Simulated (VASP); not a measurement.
**SiC: single point with PBEsol**

SiC:

```
CELL_PARAMETERS angstrom
1.53943 -2.66635 -0.00005
1.53940 2.66632 0.00008
0.00014 0.00038 15.10723
ATOMIC_POSITIONS crystal
Si 0.16598 0.83358 0.35779
Si 0.83270 0.16701 0.85779
Si 0.49930 0.50032 0.02458
Si 0.49936 0.50026 0.52458
Si 0.83263 0.16697 0.19130
Si 0.16606 0.83362 0.69131
C 0.49927 0.50029 0.14993
C 0.49937 0.50028 0.64993
C 0.16604 0.83358 0.48278
C 0.83267 0.16701 0.98278
C 0.83264 0.16694 0.31629
C 0.16603 0.83365 0.81629
```

```yaml
Program: VASP 6.6.1
Task: single point
Functional: PBEsol
Potentials_or_basis: VASP PAW PBE potentials, release 64 (Si, C)
Cutoff: 520 eV
k_mesh: 12 × 12 × 2
Occupations: gaussian, width 0.02 eV
Spin: no spin polarisation
Dipole_correction: no
Further_INCAR_settings: ALGO = Normal; EDIFF = 1e-06; NBANDS = 36; ISYM = 0
```

* Pressure: 0.4 GPa
* Band gap on the k mesh: 1.91 eV (least direct gap 3.02 eV)

Forces on the atoms (eV/Å):
```
Si   0.001  0.001  0.001
Si  -0.001 -0.001  0.002
Si   0.001 -0.001 -0.002
Si   0.000 -0.001  0.000
Si  -0.001  0.000 -0.001
Si  -0.001  0.000 -0.002
C    0.001  0.000  0.000
C    0.001  0.000 -0.001
C    0.000  0.002  0.001
C   -0.001  0.001  0.001
C    0.000 -0.001  0.001
C    0.001  0.001  0.000
```

Levels at points of the mesh, in eV from the valence-band top:
```
           k point  band 21  band 22  band 23  band 24  band 25  band 26  band 27  band 28
(0.00, 0.00, 0.00)    -0.30    -0.04     0.00     0.00     5.13     5.30     5.71     6.22
(0.50, 0.00, 0.00)    -1.82    -1.80    -1.68    -1.10     1.91     2.10     3.10     3.79
(0.00, 0.50, 0.00)    -1.83    -1.80    -1.68    -1.10     1.91     2.10     3.10     3.79
(0.50, 0.50, 0.00)    -1.82    -1.80    -1.68    -1.10     1.91     2.10     3.10     3.79
(0.00, 0.00, 0.50)    -0.10    -0.10    -0.10    -0.10     5.19     5.19     5.94     5.94
(0.50, 0.00, 0.50)    -1.73    -1.73    -1.31    -1.31     1.95     1.95     3.32     3.32
(0.00, 0.50, 0.50)    -1.73    -1.73    -1.31    -1.31     1.95     1.95     3.32     3.32
(0.50, 0.50, 0.50)    -1.73    -1.73    -1.31    -1.31     1.95     1.95     3.32     3.32
```

It took 12 min on 1 thread of AMD EPYC 7R13, on a shared host, peak memory 0.53 GiB.

Caveat: the PAW data sets were made with another functional, which shifts forces and pressure a little. As with any semilocal functional, this PBEsol gap is likely too small.
